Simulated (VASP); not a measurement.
# SiC (R-3m) in VASP: a series of runs, part 2 of 2

VASP 6.6.1. Earlier steps stand in the parts before.

**4. Single point, r2SCAN**

Contents of POSCAR:

```
SiC
1.0
    1.5415877827      0.8900361213      5.3212273245
   -1.5415877827      0.8900361213      5.3212273245
    0.0000000000     -1.7800722426      5.3212273245
C Si
2 2
Direct
    0.4491910690      0.4491910690      0.4491910690
    0.5508089310      0.5508089310      0.5508089310
    0.9254740595      0.9254740595      0.9254740595
    0.0745259405      0.0745259405      0.0745259405
```

Contents of INCAR.step1:

```
  ALGO = Normal
  EDIFF = 1E-4
  ENCUT = 520
  GGA = PE
  ISMEAR = 0
  LASPH = True
  LCHARG = False
  LREAL = False
  LWAVE = True
  NBANDS = 16
  NELM = 100
  PREC = Accurate
  SIGMA = 0.01
```

Contents of INCAR.step2:

```
  ALGO = Normal
  EDIFF = 1E-6
  ENCUT = 520
  ISIF = 2
  ISMEAR = 0
  ISTART = 1
  LASPH = True
  LCHARG = False
  LMIXTAU = True
  LREAL = False
  LWAVE = False
  METAGGA = R2SCAN
  NBANDS = 16
  NELM = 100
  PREC = Accurate
  SIGMA = 0.01
```

Contents of KPOINTS:

```
k-points
0
Gamma
  8 8 8
```

Potentials or basis: VASP PAW PBE potentials, release 64 (C, Si).

The run is started by

```console
> cat potpaw_PBE.64/C/POTCAR potpaw_PBE.64/Si/POTCAR > POTCAR
> cp INCAR.step1 INCAR
> mpirun -np 1 vasp_std > vasp.out
> cp INCAR.step2 INCAR
> mpirun -np 1 vasp_std > vasp.out
```

OUTCAR:

```text
EDIFF = 1E-6
   ENCUT = 520
   ISIF = 2
   ISMEAR = 0
   ISTART = 1
   LASPH = True
   LREAL = False
   METAGGA = R2SCAN
   NELM = 100
   PREC = Accurate

 ion  position               nearest neighbor table
   1  0.449  0.449  0.449-   2 1.62   4 1.90   4 1.90   4 1.90
   2  0.551  0.551  0.551-   1 1.62   3 1.90   3 1.90   3 1.90
   3  0.925  0.925  0.925-   2 1.90   2 1.90   2 1.90   4 2.38
   4  0.075  0.075  0.075-   1 1.90   1 1.90   1 1.90   3 2.38

  LATTYP: Found a trigonal (rhomboedric) cell.
 ALAT       =     5.6110709698
 COS(alpha) =     0.8490354448

  Lattice vectors:

 A1 = (   1.5415877827,   0.8900361213,   5.3212273245)
 A2 = (  -1.5415877827,   0.8900361213,   5.3212273245)
 A3 = (   0.0000000000,  -1.7800722426,   5.3212273245)

Analysis of symmetry for initial positions (statically):
=====================================================================
 Subroutine PRICEL returns:
 Original cell was already a primitive cell.

 Routine SETGRP: Setting up the symmetry group for a
 trigonal (rhombohedral) supercell.

 Subroutine GETGRP returns: Found 12 space group operations
 (whereof 12 operations were pure point group operations)
 out of a pool of 12 trial point group operations.

The static configuration has the point symmetry D_3d.

Analysis of symmetry for dynamics (positions and initial velocities):
=====================================================================
 Subroutine PRICEL returns:
 Original cell was already a primitive cell.

 Routine SETGRP: Setting up the symmetry group for a
 trigonal (rhombohedral) supercell.

 Subroutine GETGRP returns: Found 12 space group operations
 (whereof 12 operations were pure point group operations)
 out of a pool of 12 trial point group operations.

The dynamic configuration has the point symmetry D_3d.

 Subroutine INISYM returns: Found 12 space group operations
 (whereof 12 operations are pure point group operations),
 and found     1 'primitive' translations

----------------------------------------------------------------------------------------

                                     Primitive cell

  volume of cell :      43.8065

  direct lattice vectors                    reciprocal lattice vectors
     1.541587783  0.890036121  5.321227324     0.324340920  0.187258318  0.062642190
    -1.541587783  0.890036121  5.321227324    -0.324340920  0.187258318  0.062642190
     0.000000000 -1.780072243  5.321227324     0.000000000 -0.374516635  0.062642190

  length of vectors
     5.611070970  5.611070970  5.611070970     0.379719309  0.379719309  0.379719309

  position of ions in fractional coordinates (direct lattice)
     0.449191069  0.449191069  0.449191069
     0.550808931  0.550808931  0.550808931
     0.925474059  0.925474059  0.925474059
     0.074525941  0.074525941  0.074525941

  ion indices of the primitive-cell ions
   primitive index   ion index
                 1           1
                 2           2
                 3           3
                 4           4

----------------------------------------------------------------------------------------

 KPOINTS: k-points

Automatic generation of k-mesh.
 Grid dimensions read from file:
 generate k-points for:    8    8    8

 Generating k-lattice:

  Cartesian coordinates                     Fractional coordinates (reciprocal lattice)
     0.040542615  0.023407290  0.007830274     0.125000000 -0.000000000 -0.000000000
    -0.040542615  0.023407290  0.007830274    -0.000000000  0.125000000 -0.000000000
     0.000000000 -0.046814579  0.007830274    -0.000000000 -0.000000000  0.125000000

  Length of vectors
     0.047464914  0.047464914  0.047464914

  Shift w.r.t. Gamma in fractional coordinates (k-lattice)
     0.000000000  0.000000000  0.000000000

 Subroutine IBZKPT returns following result:
 ===========================================

 Found     65 irreducible k-points:

 Following reciprocal coordinates:
            Coordinates               Weight
  0.000000  0.000000  0.000000      1.000000
  0.125000 -0.000000  0.000000      6.000000
  0.250000 -0.000000  0.000000      6.000000
  0.375000 -0.000000  0.000000      6.000000
  0.500000 -0.000000  0.000000      3.000000
  0.125000  0.125000  0.000000      6.000000
[... 16 lines left out ...]
  0.250000  0.125000  0.125000      6.000000
  0.375000  0.125000  0.125000      6.000000
 [... further k-points ...]
   k-points           NKPTS =     65   k-points in BZ     NKDIM =     65   number of bands    NBANDS=     16
   number of dos      NEDOS =    301   number of ions     NIONS =      4
   total plane-waves  NPLWV =  74088
   dimension x,y,z NGX =    42 NGY =   42 NGZ =   42
   dimension x,y,z NGXF=    84 NGYF=   84 NGZF=   84
   ions per type =               2   2
   NGX,Y,Z   is equivalent  to a cutoff of  12.44, 12.44, 12.44 a.u.
   NGXF,Y,Z  is equivalent  to a cutoff of  24.89, 24.89, 24.89 a.u.
 SYSTEM =  unknown system
   PREC   = accura    normal or accurate (medium, high low for compatibility)
   ISTART =      1    job   : 0-new  1-cont  2-samecut
   ICHARG =      0    charge: 1-file 2-atom 10-const
   ISPIN  =      1    spin polarized calculation?
   LNONCOLLINEAR =      F non collinear calculations
   LSORBIT =      F    spin-orbit coupling
   LASPH  =      T    aspherical Exc in radial PAW
   ENCUT  =  520.0 eV  38.22 Ry    6.18 a.u.  10.43 10.43 10.43*2*pi/ulx,y,z
   NELM   =    100;   NELMIN=  2; NELMDL=  0     # of ELM steps
   EDIFF  = 0.1E-05   stopping-criterion for ELM
   LREAL  =      F    real-space projection
   EDIFFG = 0.1E-04   stopping-criterion for IOM
   NSW    =      0    number of steps for IOM
   IBRION =     -1    ionic relax: 0-MD 1-quasi-New 2-CG
   NFREE  =      0    steps in history (QN), initial steepest desc. (CG)
   ISIF   =      2    stress and relaxation
   ISYM   =      2    0-nonsym 1-usesym 2-fastsym
   POTIM  = 0.5000    time-step for ionic-motion
   TEBEG  =    0.0;   TEEND  =   0.0 temperature during run
   PSTRESS=    0.0 pullay stress
   NELECT =      16.0000    total number of electrons
   NUPDOWN=      -1.0000    fix difference up-down
   EMIN   =  10.00;   EMAX   =-10.00  energy-range for DOS
   EFERMI =   0.00;   METHOD = LEGACY
   ISMEAR =     0;   SIGMA  =   0.01  broadening in eV -4-tet -1-fermi 0-gaus
   EFERMI_NEDOS =   21; number of points for ismear=-14 and -15
   IALGO  =     38    algorithm
   IMIX   =      4    mixing-type and parameters
     AMIX     =   0.40;   BMIX     =  1.00
     AMIX_MAG =   1.60;   BMIX_MAG =  1.00
  volume/ion in A,a.u.               =      10.95        73.91
  Fermi-wavevector in a.u.,A,eV,Ry     =   1.170223  2.211400 18.632105  1.369421
  Thomas-Fermi vector in A             =   2.306684
   LORBIT       =      0    0 simple, 1 ext, 2 COOP (PROOUT), +10 PAW based schemes
   METAGGA = R2SCAN    functional components
   LHFCALC =     F    Hartree Fock is set to
   AEXX    =    0.0000 exact exchange contribution
   IVDW    =     0    specifies the selected vdW correction
   LEPSILON=     F    determine dielectric tensor
   LRPA    =     F    only Hartree local field effects (RPA)
 non-spin polarized calculation
 Gauss-broadening in eV      SIGMA  =   0.01
  energy-cutoff  :      520.00
  volume of cell :       43.81
 maximum number of plane-waves:      1192
 NGX is ok and might be reduce to    42
   NGX = 21   NGY = 21   NGZ = 21

 number of electron      16.0000000 magnetization

 Free energy of the ion-electron system (eV)
  ---------------------------------------------------
  ext. energy  EPLUGINS =         0.00000000
  ---------------------------------------------------
  free energy    TOTEN  =       -37.12663885 eV

  energy without entropy =      -37.12663885  energy(sigma->0) =      -37.12663885

 E-fermi :   8.4492     XC(G=0): -11.6773

 val. band max:        8.4007926914   @ k =   0.0000   0.0000   0.0000
 cond. band min:       9.0975967592   @ k =   0.5000   0.5000   0.0000
 fundamental gap:      0.6968040678
 Fermi energy:         8.4492279605

 k-point     1 :       0.0000    0.0000    0.0000
  band No.  band energies     occupation
      1      -8.9474      2.00000
      2      -4.8947      2.00000
      3      -1.4988      2.00000
      4       5.6665      2.00000
      5       5.6665      2.00000
      6       7.4266      2.00000
[... 8 lines left out ...]
     15      15.3891      0.00000
     16      20.9330      0.00000
[... 419 lines left out ...]
 k-point    24 :       0.3750    0.1250    0.1250
  band No.  band energies     occupation
      1      -7.8443      2.00000
      2      -4.4057      2.00000
      3       0.0906      2.00000
      4       2.2790      2.00000
      5       4.7545      2.00000
      6       4.9091      2.00000
[... 8 lines left out ...]
     15      18.1396      0.00000
     16      18.8277      0.00000

 [... further k-points ...]
[... 5 lines left out ...]
  --------------------------------------------------------------------------------------
  -------------------------------------------------------------------------------------
  Total       -0.0377378     -0.0377378     -0.0561305      0.0000000     -0.0000000      0.0000000
  in kB       -1.3802192     -1.3802192     -2.0529144      0.0000000     -0.0000000      0.0000000
  external PRESSURE =      -1.6044509 kB  Pullay stress =       0.0000000 kB

 VOLUME and BASIS-vectors are now :
 -----------------------------------------------------------------------------
  energy-cutoff  :      520.00
  volume of cell :       43.81
      direct lattice vectors                 reciprocal lattice vectors
     1.541587783  0.890036121  5.321227324     0.324340920  0.187258318  0.062642190
    -1.541587783  0.890036121  5.321227324    -0.324340920  0.187258318  0.062642190
     0.000000000 -1.780072243  5.321227324     0.000000000 -0.374516635  0.062642190

 POSITION                                       TOTAL-FORCE (eV/Angst)
 -----------------------------------------------------------------------------------
      0.00000      0.00000      7.17074         0.000000     -0.000000     -0.036074
      0.00000      0.00000      8.79294         0.000000      0.000000      0.036074
      0.00000      0.00000     14.77397         0.000000     -0.000000      0.006781
      0.00000      0.00000      1.18971         0.000000      0.000000     -0.006781
 -----------------------------------------------------------------------------------
    total drift:                               -0.000000     -0.000000      0.000000

  FREE ENERGIE OF THE ION-ELECTRON SYSTEM (eV)
  ---------------------------------------------------
  free  energy   TOTEN  =       -37.1266388528 eV

  energy  without entropy=      -37.1266388528  energy(sigma->0) =      -37.12663885
```

Wall time 2.9 min (1 thread of Intel Xeon 6975P-C (Granite Rapids), shared host); peak memory 0.29 GiB.

What came out:

- Free energy: -37.1266 eV
- Pressure: -0.2 GPa
- Largest force: 0.036 eV/Å
- Band gap on the k mesh: 0.70 eV, indirect (least direct gap 2.12 eV)

Forces in eV/Å, atoms in the order of the input:
```
C    0.000  0.000 -0.036
C    0.000  0.000  0.036
Si   0.000  0.000  0.007
Si   0.000  0.000 -0.007
```

Caveat: the PAW data sets were made with another functional, which shifts forces and pressure a little. A k mesh can miss the band edges.
